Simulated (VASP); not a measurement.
V, 1 atom in the cell. Symmetry: Im-3m, No. 229, cubic system. Conventional cell: a = 3.049 Å, b = 3.049 Å, c = 3.049 Å, α = 90.00°, β = 90.00°, γ = 90.00°. Within 3.5 Å of V (site symmetry m-3m) lie 14 V at 2.64 to 3.05 Å. 

```yaml
Program: VASP 6.6.1
Task: single point
Functional: revPBE
Dispersion: D3(BJ)
Potentials_or_basis: VASP PAW PBE potentials, release 64 (V_sv)
Cutoff: 520 eV
k_mesh: 12 × 12 × 12
Occupations: fermi-dirac, width 0.05 eV
Spin: collinear spin, ferromagnetic start
Starting_moments: "[2.0] μB"
Dipole_correction: no
Further_INCAR_settings: ALGO = Normal; EDIFF = 1e-06; NBANDS = 16
```

Potentials or basis: VASP PAW PBE potentials, release 64 (V_sv).

Command:

```bash
$ cat potpaw_PBE.64/V_sv/POTCAR > POTCAR
$ mpirun -np 1 vasp_std > vasp.out
```

Hardware: 1 thread of Intel(R) Xeon(R) 6975P-C (Granite Rapids) (shared host).

Problem. How long does it take, and how much memory?

Solution. Wall time 20 s on 1 thread of Intel(R) Xeon(R) 6975P-C (Granite Rapids), on a shared host, peak memory 0.15 GiB. Counts: scf iterations 17, k points 72.
